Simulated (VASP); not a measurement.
# NaH (Fm-3m) in VASP: a series of runs, part 2 of 4

VASP 6.6.1.

## 3. Phonons, r2SCAN

This run uses another cell than the first one, of 10.69 Å³/atom.

Input file INCAR:

```
SYSTEM = NaH
ALGO = Normal ; EDIFF = 1E-8
ENCUT = 520 ; IBRION = 6
ISIF = 2 ; ISMEAR = 0
LASPH = .True. ; LCHARG = .True.
LMIXTAU = .True. ; LREAL = .False.
LWAVE = .False. ; METAGGA = R2SCAN
NBANDS = 11 ; NELM = 60
NFREE = 2 ; NSW = 1
POTIM = 0.015 ; PREC = Accurate
SIGMA = 0.01
```

Input file KPOINTS:

```
k-points
0
Gamma
  8 8 8
  0 0 0
```

Input file POSCAR:

```
NaH
1.0
    2.2029433760      2.2029433760      0.0000000000
   -2.2029433760      2.2029433760      0.0000000000
    0.0000000000      2.2029433760      2.2029433760
Na H
1 1
Direct
    0.0000000000      0.0000000000      0.0000000000
    0.5000000000      0.5000000000      0.0000000000
```

Potentials or basis: VASP PAW PBE potentials, release 64 (Na_pv, H).

On the command line:

```sh
cat potpaw_PBE.64/Na_pv/POTCAR potpaw_PBE.64/H/POTCAR > POTCAR
mpirun -np 1 vasp_std > vasp.out
```

OUTCAR:

```text
SYSTEM = NaH
   EDIFF = 1E-8
   ENCUT = 520
   IBRION = 6
   ISIF = 2
   ISMEAR = 0
   LASPH = .True.
   LREAL = .False.
   METAGGA = R2SCAN
   NELM = 60
   NFREE = 2
   NSW = 1
   POTIM = 0.015
   PREC = Accurate

 ion  position               nearest neighbor table
   1  0.000  0.000  0.000-
   2  0.500  0.500  0.000-

  LATTYP: Found a face centered cubic cell.
 ALAT       =     4.4058867520

  Lattice vectors:

 A1 = (   0.0000000000,   2.2029433760,   2.2029433760)
 A2 = (   2.2029433760,   0.0000000000,   2.2029433760)
 A3 = (   2.2029433760,   2.2029433760,   0.0000000000)

Analysis of symmetry for initial positions (statically):
=====================================================================
 Subroutine PRICEL returns:
 Original cell was already a primitive cell.

 Routine SETGRP: Setting up the symmetry group for a
 face centered cubic supercell.

 Subroutine GETGRP returns: Found 48 space group operations
 (whereof 48 operations were pure point group operations)
 out of a pool of 48 trial point group operations.

The static configuration has the point symmetry O_h .

Analysis of symmetry for dynamics (positions and initial velocities):
=====================================================================
 Subroutine PRICEL returns:
 Original cell was already a primitive cell.

 Routine SETGRP: Setting up the symmetry group for a
 face centered cubic supercell.

 Subroutine GETGRP returns: Found 48 space group operations
 (whereof 48 operations were pure point group operations)
 out of a pool of 48 trial point group operations.

The dynamic configuration has the point symmetry O_h .

 Subroutine INISYM returns: Found 48 space group operations
 (whereof 48 operations are pure point group operations),
 and found     1 'primitive' translations

----------------------------------------------------------------------------------------

                                     Primitive cell

  volume of cell :      21.3816

  direct lattice vectors                    reciprocal lattice vectors
     2.202943376  2.202943376  0.000000000     0.226969066  0.226969066 -0.226969066
    -2.202943376  2.202943376  0.000000000    -0.226969066  0.226969066 -0.226969066
     0.000000000  2.202943376  2.202943376     0.000000000  0.000000000  0.453938132

  length of vectors
     3.115432399  3.115432399  3.115432399     0.393121954  0.393121954  0.453938132

  position of ions in fractional coordinates (direct lattice)
     0.000000000  0.000000000  0.000000000
     0.500000000  0.500000000  0.000000000

  ion indices of the primitive-cell ions
[... 107 lines left out ...]
 non-spin polarized calculation
 Gauss-broadening in eV      SIGMA  =   0.01
  energy-cutoff  :      520.00
  volume of cell :       21.38
 maximum number of plane-waves:       588
   NGX = 11   NGY = 11   NGZ = 11

--------------------------------------- Ionic step        1  -------------------------------------------

 number of electron       8.0000005 magnetization

 Free energy of the ion-electron system (eV)
  ---------------------------------------------------
  ext. energy  EPLUGINS =         0.00000000
  ---------------------------------------------------
  free energy    TOTEN  =        -7.45542928 eV

  energy without entropy =       -7.45542928  energy(sigma->0) =       -7.45542928

------------------------ aborting loop because EDIFF is reached ----------------------------------------

  FORCE on cell =-STRESS in cart. coord.  units (eV):
  Direction    XX          YY          ZZ          XY          YZ          ZX
  --------------------------------------------------------------------------------------
  -------------------------------------------------------------------------------------
  Total        1.3250058      1.3250058      1.3250058     -0.0000000     -0.0000000      0.0000000
  in kB       99.2860796     99.2860796     99.2860796     -0.0000000     -0.0000000      0.0000000
  external PRESSURE =      99.2860796 kB  Pullay stress =       0.0000000 kB
[... 131 lines left out ...]
--------------------------------------- Ionic step        5  -------------------------------------------

 number of electron       8.0000005 magnetization

 Free energy of the ion-electron system (eV)
  ---------------------------------------------------
  ext. energy  EPLUGINS =         0.00000000
  ---------------------------------------------------
  free energy    TOTEN  =        -7.45508755 eV

  energy without entropy =       -7.45508755  energy(sigma->0) =       -7.45508755

 E-fermi :  -0.4126     XC(G=0):  -9.2268

 val. band max:       -0.4575512462   @ k =  -0.2500   0.2500   0.5000
 cond. band min:       4.4461741175   @ k =   0.5000   0.0000   0.0000
 fundamental gap:      4.9037253637
 Fermi energy:        -0.4126224190

 k-point     1 :       0.0000    0.0000    0.0000
  band No.  band energies     occupation
      1     -22.8988      2.00000
      2     -22.8986      2.00000
      3     -22.8983      2.00000
      4      -4.8155      2.00000
      5      13.8029      0.00000
      6      18.0978      0.00000
      7      18.0994      0.00000
      8      18.1000      0.00000
      9      19.8470      0.00000
     10      19.8473      0.00000
     11      19.8479      0.00000
[... 309 lines left out ...]
 k-point    24 :       0.5000    0.2500    0.1250
  band No.  band energies     occupation
      1     -23.0858      2.00000
      2     -22.9766      2.00000
      3     -22.9399      2.00000
      4      -0.9766      2.00000
      5       5.3929      0.00000
      6       9.2017      0.00000
      7      13.3361      0.00000
      8      18.5202      0.00000
      9      19.4721      0.00000
     10      23.4417      0.00000
     11      26.0979      0.00000

 [... further k-points ...]

------------------------ aborting loop because EDIFF is reached ----------------------------------------

  FORCE on cell =-STRESS in cart. coord.  units (eV):
  Direction    XX          YY          ZZ          XY          YZ          ZX
  --------------------------------------------------------------------------------------
  -------------------------------------------------------------------------------------
  Total        1.3276201      1.3246292      1.3246292      0.0000000      0.0000000      0.0000000
  in kB       99.4819793     99.2578622     99.2578622      0.0000000      0.0000000      0.0000000
  external PRESSURE =      99.3325679 kB  Pullay stress =       0.0000000 kB
[... 17 lines left out ...]
  FREE ENERGIE OF THE ION-ELECTRON SYSTEM (eV)
  ---------------------------------------------------
  free  energy   TOTEN  =        -7.4550875544 eV

  energy  without entropy=       -7.4550875544  energy(sigma->0) =       -7.45508755

 INTERNAL STRAIN TENSORS FROM DISPLACED ATOMS
 ============================================

 INTERNAL STRAIN TENSOR FOR ION    1 for displacements in x,y,z  (eV/Angst):
          X           Y           Z          XY          YZ          ZX
  --------------------------------------------------------------------------------
  x     0.00000     0.00000     0.00000     0.00000     0.00000     0.00000
  y     0.00000     0.00000     0.00000     0.00000     0.00000     0.00000
  z     0.00000     0.00000     0.00000     0.00000     0.00000     0.00000

 INTERNAL STRAIN TENSOR FOR ION    2 for displacements in x,y,z  (eV/Angst):
          X           Y           Z          XY          YZ          ZX
  --------------------------------------------------------------------------------
  x     0.00000     0.00000     0.00000     0.00000     0.00000     0.00000
  y     0.00000     0.00000     0.00000     0.00000     0.00000     0.00000
  z     0.00000     0.00000     0.00000     0.00000     0.00000     0.00000

 Eigenvectors and eigenvalues of the dynamical matrix
 ----------------------------------------------------

   1 f  =   24.679595 THz   155.066468 2PiTHz  823.222674 cm-1   102.066557 meV
             X         Y         Z           dx          dy          dz
      0.000000  0.000000  0.000000    -0.203237    0.000000    0.000000
      0.000000  2.202943  0.000000     0.979130    0.000000    0.000000
[... 21 lines left out ...]
   6 f/i=    0.023432 THz     0.147226 2PiTHz    0.781600 cm-1     0.096906 meV
             X         Y         Z           dx          dy          dz
      0.000000  0.000000  0.000000     0.000000    0.000000    0.979130
      0.000000  2.202943  0.000000     0.000000    0.000000    0.203237

 ELASTIC MODULI CONTR FROM IONIC RELAXATION (kBar)
 Direction    XX          YY          ZZ          XY          YZ          ZX
 --------------------------------------------------------------------------------
 XX           0.0000      0.0000      0.0000      0.0000      0.0000      0.0000
 YY           0.0000      0.0000      0.0000      0.0000      0.0000      0.0000
 ZZ           0.0000      0.0000      0.0000      0.0000      0.0000      0.0000
 XY           0.0000      0.0000      0.0000      0.0000      0.0000      0.0000
 YZ           0.0000      0.0000      0.0000      0.0000      0.0000      0.0000
 ZX           0.0000      0.0000      0.0000      0.0000      0.0000      0.0000
 --------------------------------------------------------------------------------
```

stdout:

```text
POSCAR found type information on POSCAR NaH
 POSCAR found :  2 types and       2 ions
 scaLAPACK will be used
 -----------------------------------------------------------------------------
|                                                                             |
|                                                                             |
|     You enforced a specific xc type in the INCAR file but a different       |
|     I HOPE YOU KNOW WHAT YOU ARE DOING!                                     |
|                                                                             |
 -----------------------------------------------------------------------------

 LDA part: xc-table for (None), standard interpolation
 POSCAR, INCAR and KPOINTS ok, starting setup
 FFT: planning ... GRIDC
 FFT: planning ... GRID_SOFT
 FFT: planning ... GRID
 WAVECAR not read
 entering main loop
 Found     2 degrees of freedom:
 Finite differences POTIM= 0.01500 DOF=   2
 bond charge predicted
 Finite differences progress:
 bond charge predicted
 Finite differences progress:
 bond charge predicted
 Finite differences progress:
 bond charge predicted
 Finite differences progress:
```

It took 3.1 min on 1 thread of AMD EPYC 9R45 (Zen 5), shared host; peak memory 0.12 GiB.

What came out:

* Highest phonon frequency at Γ: 823 cm⁻¹

Phonon frequencies in cm⁻¹ (negative: imaginary):
```tsv
q point	frequencies
(0.000, 0.000, 0.000)	-1 -1 -1 823 823 823
```

Caveat: the cell stands under pressure or tension, which shifts response properties; the PAW data sets were made with another functional, which shifts forces and pressure a little.

(Part 2 of 4 ends here.)
